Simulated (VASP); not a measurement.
# BeZn5Se6 (P31m) in VASP: single point with PBE

Aim: the single point of BeZn5Se6 with PBE.

Everything below comes from runs of VASP 6.6.1. Logs are shortened: lines on timing, memory, paths and dates and some standing lists are left out, and cuts for length are marked.

## Step 1: The cell of the first run

It takes space group P31m (No. 157, trigonal). The conventional cell has a = 6.890 Å, b = 6.890 Å, c = 6.539 Å, α = 90.00°, β = 90.00°, γ = 120.00°. Be (site symmetry 3m) has 4 Se at 2.27 Å within 3.0 Å. Zn (site symmetry 3) has 4 Se at 2.48 to 2.50 Å within 3.3 Å. Zn (site symmetry m) has 4 Se at 2.46 to 2.48 Å within 3.2 Å. Within 3.2 Å of Se (site symmetry 3) lie 4 Zn at 2.46 to 2.48 Å. Se (site symmetry 3m) has 1 Be at 2.27 Å and 3 Zn at 2.46 Å within 3.0 Å. Within 3.0 Å of Se (site symmetry m) lie 1 Be at 2.27 Å and 3 Zn at 2.48 to 2.50 Å.

## Step 2: Single point, PBE

The input, INCAR:

```
PREC = Accurate
ENCUT = 520
EDIFF = 1E-6
ISMEAR = 0
SIGMA = 0.02
LREAL = F
LASPH = T
NELM = 80
ALGO = Normal
ISIF = 2
LWAVE = F
LCHARG = F
GGA = PE
NBANDS = 61
```

The input, KPOINTS:

```
Automatic mesh
0
Gamma
  6 6 4
```

The input, POSCAR:

```
BeZn5Se6
1.0
    6.8903925885      0.0000000000      0.0000000000
   -3.4451962942      5.9672550237      0.0000000000
    0.0000000000      0.0000000000      6.5393408048
Be Zn Se
1 5 6
Direct
    0.0000000000      0.0000000000      0.0030048836
    0.6666666667      0.3333333333      0.0051128366
    0.3333333333      0.6666666667      0.0051128366
    0.0000000000      0.3250531078      0.5065731874
    0.6749468922      0.6749468922      0.5065731874
    0.3250531078      0.0000000000      0.5065731874
    0.6666666667      0.3333333333      0.3842738481
    0.3333333333      0.6666666667      0.3842738481
    0.0000000000      0.0000000000      0.3503081304
    0.0000000000      0.3101302381      0.8860646648
    0.6898697619      0.6898697619      0.8860646648
    0.3101302381      0.0000000000      0.8860646648
```

Potentials or basis: VASP PAW PBE potentials, release 64 (Be, Zn, Se).

The run is started by

```
$ cat potpaw_PBE.64/Be/POTCAR potpaw_PBE.64/Zn/POTCAR potpaw_PBE.64/Se/POTCAR > POTCAR
$ mpirun -np 1 vasp_std > vasp.out
```

OUTCAR:

```text
PREC = Accurate
   ENCUT = 520
   EDIFF = 1E-6
   ISMEAR = 0
   LREAL = F
   LASPH = T
   NELM = 80
   ISIF = 2
   GGA = PE

 ion  position               nearest neighbor table
   1  0.000  0.000  0.003-  10 2.27  12 2.27  11 2.27   9 2.27
   2  0.667  0.333  0.005-   7 2.48  10 2.50  12 2.50  11 2.50
   3  0.333  0.667  0.005-   8 2.48  12 2.50  10 2.50  11 2.50
   4  0.000  0.325  0.507-   7 2.46   8 2.46   9 2.46  10 2.48
   5  0.675  0.675  0.507-   7 2.46   8 2.46   9 2.46  11 2.48
   6  0.325  0.000  0.507-   8 2.46   7 2.46   9 2.46  12 2.48
   7  0.667  0.333  0.384-   4 2.46   6 2.46   5 2.46   2 2.48
   8  0.333  0.667  0.384-   6 2.46   4 2.46   5 2.46   3 2.48
   9  0.000  0.000  0.350-   1 2.27   4 2.46   6 2.46   5 2.46
  10  0.000  0.310  0.886-   1 2.27   4 2.48   2 2.50   3 2.50
  11  0.690  0.690  0.886-   1 2.27   5 2.48   2 2.50   3 2.50
  12  0.310  0.000  0.886-   1 2.27   6 2.48   3 2.50   2 2.50

  LATTYP: Found a hexagonal cell.
 ALAT       =     6.8903925885
 C/A-ratio  =     0.9490519910

  Lattice vectors:

 A1 = (   6.8903925885,   0.0000000000,   0.0000000000)
 A2 = (  -3.4451962942,   5.9672550237,   0.0000000000)
 A3 = (   0.0000000000,   0.0000000000,   6.5393408048)

Analysis of symmetry for initial positions (statically):
=====================================================================
 Subroutine PRICEL returns:
 Original cell was already a primitive cell.

 Routine SETGRP: Setting up the symmetry group for a
 hexagonal supercell.

 Subroutine GETGRP returns: Found  6 space group operations
 (whereof  6 operations were pure point group operations)
 out of a pool of 24 trial point group operations.

The static configuration has the point symmetry C_3v.

Analysis of symmetry for dynamics (positions and initial velocities):
=====================================================================
 Subroutine PRICEL returns:
 Original cell was already a primitive cell.

 Routine SETGRP: Setting up the symmetry group for a
 hexagonal supercell.

 Subroutine GETGRP returns: Found  6 space group operations
 (whereof  6 operations were pure point group operations)
 out of a pool of 24 trial point group operations.

The dynamic configuration has the point symmetry C_3v.

 Subroutine INISYM returns: Found  6 space group operations
 (whereof  6 operations are pure point group operations),
[... 124 lines left out ...]
   TEBEG  =    0.0;   TEEND  =   0.0 temperature during run
   PSTRESS=    0.0 pullay stress
   NELECT =      98.0000    total number of electrons
   NUPDOWN=      -1.0000    fix difference up-down
   EMIN   =  10.00;   EMAX   =-10.00  energy-range for DOS
   EFERMI =   0.00;   METHOD = LEGACY
   ISMEAR =     0;   SIGMA  =   0.02  broadening in eV -4-tet -1-fermi 0-gaus
   EFERMI_NEDOS =   21; number of points for ismear=-14 and -15
   IALGO  =     38    algorithm
   IMIX   =      4    mixing-type and parameters
     AMIX     =   0.40;   BMIX     =  1.00
     AMIX_MAG =   1.60;   BMIX_MAG =  1.00
  volume/ion in A,a.u.               =      22.41       151.21
  Fermi-wavevector in a.u.,A,eV,Ry     =   1.169408  2.209860 18.606168  1.367515
  Thomas-Fermi vector in A             =   2.305881
   LORBIT       =      0    0 simple, 1 ext, 2 COOP (PROOUT), +10 PAW based schemes
   GGA     = PE    functional components
   LHFCALC =     F    Hartree Fock is set to
   AEXX    =    0.0000 exact exchange contribution
   IVDW    =     0    specifies the selected vdW correction
   LEPSILON=     F    determine dielectric tensor
   LRPA    =     F    only Hartree local field effects (RPA)
 non-spin polarized calculation
 Gauss-broadening in eV      SIGMA  =   0.02
  energy-cutoff  :      520.00
  volume of cell :      268.88
 maximum number of plane-waves:      7260
 NGX is ok and might be reduce to    54
   NGX = 25   NGY = 25   NGZ = 25

 number of electron      98.0000075 magnetization

 Free energy of the ion-electron system (eV)
  ---------------------------------------------------
  ext. energy  EPLUGINS =         0.00000000
  ---------------------------------------------------
  free energy    TOTEN  =       -38.86295447 eV

  energy without entropy =      -38.86295447  energy(sigma->0) =      -38.86295447

 E-fermi :   1.7435     XC(G=0):  -9.2201

 val. band max:        1.6528659032   @ k =   0.0000   0.0000   0.0000
 cond. band min:       3.2017505846   @ k =   0.0000   0.0000   0.0000
 fundamental gap:      1.5488846814
 Fermi energy:         1.7434603967

 k-point     1 :       0.0000    0.0000    0.0000
  band No.  band energies     occupation
      1     -11.5514      2.00000
      2     -10.7374      2.00000
      3     -10.5246      2.00000
      4     -10.5141      2.00000
      5     -10.5088      2.00000
      6     -10.5088      2.00000
[... 1525 lines left out ...]
     60       6.8565      0.00000
     61       7.2929      0.00000

------------------------ aborting loop because EDIFF is reached ----------------------------------------

  FORCE on cell =-STRESS in cart. coord.  units (eV):
  Direction    XX          YY          ZZ          XY          YZ          ZX
  --------------------------------------------------------------------------------------
  -------------------------------------------------------------------------------------
  Total        0.3032483      0.3032483      0.2462877      0.0000000     -0.0000000      0.0000000
  in kB        1.8069929      1.8069929      1.4675769      0.0000000     -0.0000000      0.0000000
  external PRESSURE =       1.6938542 kB  Pullay stress =       0.0000000 kB

 VOLUME and BASIS-vectors are now :
 -----------------------------------------------------------------------------
  energy-cutoff  :      520.00
  volume of cell :      268.88
      direct lattice vectors                 reciprocal lattice vectors
     6.890392589  0.000000000  0.000000000     0.145129612  0.083790620  0.000000000
    -3.445196294  5.967255024  0.000000000     0.000000000  0.167581241  0.000000000
     0.000000000  0.000000000  6.539340805     0.000000000  0.000000000  0.152920612

 POSITION                                       TOTAL-FORCE (eV/Angst)
 -----------------------------------------------------------------------------------
      0.00000      0.00000      0.01965        -0.000000     -0.000000     -0.002042
      3.44520      1.98909      0.03343        -0.000000      0.000000     -0.003296
     -0.00000      3.97817      0.03343        -0.000000     -0.000000     -0.003296
     -1.11987      1.93967      3.31265        -0.000913      0.001581      0.005107
      2.32532      4.02758      3.31265        -0.000913     -0.001581      0.005107
      2.23974      0.00000      3.31265         0.001825     -0.000000      0.005107
      3.44520      1.98909      2.51290        -0.000000     -0.000000     -0.000791
     -0.00000      3.97817      2.51290        -0.000000     -0.000000     -0.000791
      0.00000      0.00000      2.29078        -0.000000      0.000000     -0.018623
     -1.06846      1.85063      5.79428         0.001864     -0.003229      0.004506
      2.37674      4.11663      5.79428         0.001864      0.003229      0.004506
      2.13692      0.00000      5.79428        -0.003729      0.000000      0.004506
 -----------------------------------------------------------------------------------
    total drift:                                0.000003      0.000006     -0.000089

  FREE ENERGIE OF THE ION-ELECTRON SYSTEM (eV)
  ---------------------------------------------------
  free  energy   TOTEN  =       -38.8629544651 eV

  energy  without entropy=      -38.8629544651  energy(sigma->0) =      -38.86295447
```

stdout:

```text
POSCAR found type information on POSCAR BeZnSe
 POSCAR found :  3 types and      12 ions
 scaLAPACK will be used
 LDA part: xc-table for (Slater+PW92), standard interpolation
 POSCAR, INCAR and KPOINTS ok, starting setup
 FFT: planning ... GRIDC
 FFT: planning ... GRID_SOFT
 FFT: planning ... GRID
 WAVECAR not read
 entering main loop
```

It took 8.2 min on 1 thread of Intel Xeon Platinum 8259CL at 2.50GHz (Skylake/Cascade Lake), shared host; peak memory 0.56 GiB.

What came out:

```yaml
Free_energy: -38.8630 eV
Pressure: 0.2 GPa
Largest_force: 0.019 eV/Å
Band_gap_on_the_k_mesh: 1.55 eV, direct
```

Forces in eV/Å, atoms in the order of the input:
```
Be   0.000  0.000 -0.002
Zn   0.000  0.000 -0.003
Zn   0.000  0.000 -0.003
Zn  -0.001  0.002  0.005
Zn  -0.001 -0.002  0.005
Zn   0.002  0.000  0.005
Se   0.000  0.000 -0.001
Se   0.000  0.000 -0.001
Se   0.000  0.000 -0.019
Se   0.002 -0.003  0.005
Se   0.002  0.003  0.005
Se  -0.004  0.000  0.005
```

Levels at points of the mesh, in eV from the valence-band top:
| k point | band 45 | band 46 | band 47 | band 48 | band 49 | band 50 | band 51 | band 52 | band 53 | band 54 |
| --- | --- | --- | --- | --- | --- | --- | --- | --- | --- | --- |
| (0.00, 0.00, 0.00) | -0.91 | -0.91 | -0.14 | 0.00 | 0.00 | 1.55 | 2.41 | 3.86 | 3.86 | 5.16 |
| (0.50, 0.00, 0.00) | -0.98 | -0.91 | -0.83 | -0.79 | -0.77 | 2.90 | 3.51 | 3.76 | 3.94 | 4.43 |
| (0.00, 0.00, 0.50) | -1.12 | -0.62 | -0.62 | -0.36 | -0.36 | 2.69 | 3.06 | 3.66 | 3.66 | 3.95 |
| (0.50, 0.00, 0.50) | -1.48 | -1.47 | -1.38 | -1.34 | -1.33 | 2.83 | 2.98 | 3.89 | 4.04 | 4.13 |
